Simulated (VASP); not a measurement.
The system is NbC.

```xyz
2
Lattice="0.0000 2.2000 2.2000 2.2000 0.0000 2.2000 2.2000 2.2000 0.0000" Properties=species:S:1:pos:R:3 pbc="T T T"
Nb    0.0000    0.0000    0.0000
C     2.2000    2.2000    2.2000
```

Base run:

- Program: VASP 6.6.1
- Functional: PBE
- Potentials or basis: VASP PAW PBE potentials, release 64 (Nb_sv, C)
- Cutoff: 600 eV
- k mesh: 10 × 10 × 10
- Occupations: gaussian, width 0.05 eV
- Spin: no spin polarisation

Its results: pressure 18.7 GPa.

Q: After a change of settings the same cell gave: pressure 3.5 GPa. Which change was it?
A. functional from PBE to PBEsol; dispersion from none to D3(BJ)
B. dispersion from none to D4
C. functional from PBE to revPBE
D. dispersion from none to D3(BJ)

A: A.

Caveats: the PAW data sets were made with another functional, which shifts forces and pressure a little (some runs); pairwise dispersion overbinds metals, which lowers pressure and volume (some runs).
